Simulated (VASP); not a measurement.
A run of VASP 6.6.1 is set up as follows.

File INCAR:

```
ALGO     = Normal         # electronic algorithm
EDIFF    = 1E-6           # SCF threshold, eV
ENCUT    = 520            # plane-wave cutoff, eV
GGA      = PS             # functional
ISIF     = 2              # what is computed and relaxed
ISMEAR   = 0              # smearing method
IVDW     = 12             # dispersion correction
LASPH    = T              # aspherical terms in the spheres
LCHARG   = F              # write CHGCAR
LREAL    = F              # projectors in reciprocal space
LWAVE    = F              # write WAVECAR
NBANDS   = 16             # bands
NELM     = 100            # most SCF steps
PREC     = Accurate       # precision mode
SIGMA    = 0.01           # smearing width, eV
```

File KPOINTS:

```
k-points
0
Gamma
  8 8 8
```

The input POSCAR:

```
GaN
1.0
    0.0000000000      2.1352350000      2.1352350000
    2.1352350000      0.0000000000      2.1352350000
    2.1352350000      2.1352350000      0.0000000000
Ga N
1 1
Direct
    0.0000000000      0.0000000000      0.0000000000
    0.5000000000      0.5000000000      0.5000000000
```

Potentials or basis: VASP PAW PBE potentials, release 64 (Ga_d, N).

Launch:

```console
$ cat potpaw_PBE.64/Ga_d/POTCAR potpaw_PBE.64/N/POTCAR > POTCAR
$ mpirun -np 1 vasp_std > vasp.out
```

(1) Estimate the dispersion energy per atom.

(2) Predict the band gap on the k mesh.

(3) Estimate the pressure.

## Answers

(1) -0.260 eV.

(2) 0.34 eV, indirect (least direct gap 2.37 eV).

(3) -11.7 GPa.

Caveat: the PAW data sets were made with another functional, which shifts forces and pressure a little.
